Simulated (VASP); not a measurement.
Set up this calculation in VASP 6.6.1, as the native input.

* Task: single point
* Functional: PBE
* Potentials or basis: VASP PAW PBE potentials, release 64 (Cu, O)
* Cutoff: 520 eV
* k mesh: 8 × 8 × 8
* Occupations: gaussian, width 0.01 eV
* Spin: no spin polarisation
* Dipole correction: no
* Further INCAR settings: ALGO = Normal; EDIFF = 1e-06; NBANDS = 33

The structure of Cu4O lies in POSCAR:

```
Cu4O
1.0
    4.3626676830      0.0000000000      0.0000000000
    0.0000000000      4.3626676830      0.0000000000
    0.0000000000      0.0000000000      4.3626676830
Cu O
4 1
Direct
    0.5000000000      0.5000000000      0.5000000000
    0.0000000000      0.5000000000      0.5000000000
    0.5000000000      0.0000000000      0.5000000000
    0.5000000000      0.5000000000      0.0000000000
    0.0000000000      0.0000000000      0.0000000000
```

These files were run (other wordings do the same):

INCAR

```
SYSTEM = Cu4O
PREC     = Accurate       ! precision mode
ENCUT    = 520            ! plane-wave cutoff, eV
EDIFF    = 1E-6           ! SCF threshold, eV
ISMEAR   = 0              ! smearing method
SIGMA    = 0.01           ! smearing width, eV
LREAL    = .False.        ! projectors in reciprocal space
LASPH    = .True.         ! aspherical terms in the spheres
NELM     = 80             ! most SCF steps
ALGO     = Normal         ! electronic algorithm
ISIF     = 2              ! what is computed and relaxed
LWAVE    = .False.        ! write WAVECAR
LCHARG   = .True.         ! write CHGCAR
GGA      = PE             ! functional
LELF     = .True.         ! ELF
LVHAR    = .True.       
NBANDS   = 33             ! bands
```

KPOINTS

```
Automatic mesh
0
Gamma
  8 8 8
  0 0 0
```

Potentials or basis: VASP PAW PBE potentials, release 64 (Cu, O).

Command:

```bash
$ cat potpaw_PBE.64/Cu/POTCAR potpaw_PBE.64/O/POTCAR > POTCAR
$ mpirun -np 1 vasp_std > vasp.out
```

Results of the run:

| Property | Result |
| --- | --- |
| Pressure | 0.2 GPa |
| Band gap on the k mesh | 0.10 eV, direct |

Run time: 43 s on 1 thread of Intel(R) Xeon(R) 6975P-C (Granite Rapids), with other jobs on the host, peak memory 0.22 GiB.
